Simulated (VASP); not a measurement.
Write the native input for VASP 6.6.1 that does the following.

```
Task                   : single point
Functional             : LDA
Potentials or basis    : VASP PAW LDA potentials, release 64 (B, As_d)
Cutoff                 : 560 eV
k mesh                 : 8 × 8 × 8
Occupations            : fermi-dirac, width 0.02 eV
Spin                   : no spin polarisation
Dipole correction      : no
Further INCAR settings : ALGO = Normal; EDIFF = 1e-06; NBANDS = 16
```

The structure of BAs lies in POSCAR:

```
BAs
1.0
    0.0000000000      2.3662743433      2.3662743433
    2.3662743433      0.0000000000      2.3662743433
    2.3662743433      2.3662743433      0.0000000000
B As
1 1
Direct
    0.0000000000      0.0000000000      0.0000000000
    0.2500000000      0.2500000000      0.2500000000
```

These files were run (other wordings do the same):

INCAR

```
SYSTEM = BAs
ALGO = Normal
EDIFF = 1E-6
ENCUT = 560
GGA_COMPAT = .FALSE.
ISIF = 2
ISMEAR = -1
LASPH = .TRUE.
LCHARG = .FALSE.
LREAL = .FALSE.
LWAVE = .FALSE.
NBANDS = 16
NELM = 120
PREC = Accurate
SIGMA = 0.02
```

KPOINTS

```
k-points
0
G
  8 8 8
  0 0 0
```

Potentials or basis: VASP PAW LDA potentials, release 64 (B, As_d).

Command:

```sh
$ cat potpaw_LDA.64/B/POTCAR potpaw_LDA.64/As_d/POTCAR > POTCAR
$ mpirun -np 1 vasp_std > vasp.out
```

Results of the run:

| Property | Result |
| --- | --- |
| Pressure | 1.0 GPa |
| Band gap on the k mesh | 1.12 eV (least direct gap 3.28 eV) |

Wall time 11 s on 1 thread of Intel(R) Xeon(R) Platinum 8488C (Sapphire Rapids), on a shared host, peak memory 0.15 GiB.
